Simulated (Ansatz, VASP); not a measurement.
# CuI in VASP and in Ansatz

```
CELL_PARAMETERS angstrom
0.00000 3.03150 3.03150
3.03150 0.00000 3.03150
3.03150 3.03150 0.00000
ATOMIC_POSITIONS crystal
Cu 0.75000 0.75000 0.75000
I 0.00000 0.00000 0.00000
```

Alike in both runs: task single point; functional PBE; k mesh 9 × 9 × 9; occupations fermi-dirac, width 0.03 eV; no spin polarisation.

```csv
,VASP,Ansatz
version,VASP 6.6.1,Ansatz 0.2.0
potentials or method,"VASP PAW PBE potentials, release 64 (Cu, I), cutoff 520 eV","all-electron LAPW, scalar-relativistic"
```

Ansatz gave:

- gap on the k mesh at the Fermi level (eV): 1.12
- pressure (GPa): 0.3

Question: What did VASP give for the same quantities?

Answer: gap on the k mesh at the Fermi level (eV): 1.14; pressure (GPa): 0.3.

Ansatz ran all-electron here, and VASP with PAW potentials.

Spin-orbit coupling is off throughout.
